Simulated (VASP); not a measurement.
A run of VASP 6.6.1 is set up as follows.

The input INCAR:

```
SYSTEM = AlP2
ALGO     = Normal         ! electronic algorithm
EDIFF    = 1E-6           ! SCF threshold, eV
ENCUT    = 520            ! plane-wave cutoff, eV
GGA      = PE             ! functional
ISIF     = 2              ! what is computed and relaxed
ISMEAR   = 0              ! smearing method
LASPH    = .True.         ! aspherical terms in the spheres
LCHARG   = .False.        ! write CHGCAR
LREAL    = .False.        ! projectors in reciprocal space
LWAVE    = .False.        ! write WAVECAR
NBANDS   = 22             ! bands
NELM     = 60             ! most SCF steps
PREC     = Accurate       ! precision mode
SIGMA    = 0.1            ! smearing width, eV
```

KPOINTS

```
k-points
0
Gamma
  4 4 4
  0 0 0
```

The input POSCAR:

```
AlP2
1.0
    0.0000000000      4.2372271069      4.2857386852
    2.5893394538      0.0000000000      4.2857386852
    2.5893394538      4.2372271069      0.0000000000
Al P
2 4
Direct
    0.7500000000      0.7500000000      0.7500000000
    0.5000000000      0.5000000000      0.5000000000
    0.1194243312      0.3805756688      0.1194243312
    0.3805756688      0.1194243312      0.3805756688
    0.1305756688      0.8694243312      0.1305756688
    0.8694243312      0.1305756688      0.8694243312
```

Potentials or basis: VASP PAW PBE potentials, release 64 (Al, P).

The run is started by

```bash
$ cat potpaw_PBE.64/Al/POTCAR potpaw_PBE.64/P/POTCAR > POTCAR
$ mpirun -np 1 vasp_std > vasp.out
```

Task: Predict the pressure.

Result: -0.3 GPa.

Task: Predict the band gap on the k mesh.

Result: Zero (band 13 reaches 9.38 eV, above the bottom of band 14 at 7.39 eV).

Forces in eV/Å, atoms in the order of the input:
```
Al   0.000  0.000  0.000
Al   0.000  0.000  0.000
P    0.000  0.058  0.000
P    0.000 -0.058  0.000
P    0.000 -0.058  0.000
P    0.000  0.058  0.000
```

Caveat: the k points lie up to 0.40 Å⁻¹ apart.
